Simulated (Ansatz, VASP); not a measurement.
**Nb: VASP beside Ansatz**

```
CELL_PARAMETERS angstrom
-1.74447 1.66492 1.66492
1.66492 -1.74447 1.66492
1.66492 1.66492 -1.74447
ATOMIC_POSITIONS crystal
Nb 0.00000 0.00000 0.00000
```

Alike in both runs: task single point; functional PBEsol; k mesh 22 × 22 × 22; occupations gaussian, width 0.15 eV; no spin polarisation.

|  | VASP | Ansatz |
| --- | --- | --- |
| version | VASP 6.6.1 | Ansatz 0.2.0 |
| potentials or method | VASP PAW PBE potentials, release 64 (Nb_sv), cutoff 520 eV | scalar-relativistic, plane waves, PAW |
| valence electrons in the cell | 13 | 13 |

```csv
,VASP,Ansatz,Ansatz less VASP
gap on the k mesh at the Fermi level (eV),none,none,-
pressure (GPa),-8.5,-8.2,+0.29
"traceless stress, the component that is largest in VASP (GPa)",0.71,0.69,-0.013
```

VASP's potentials were made for PBE, not for PBEsol. A gap of «none» marks a metal or a gap that the smearing closes.
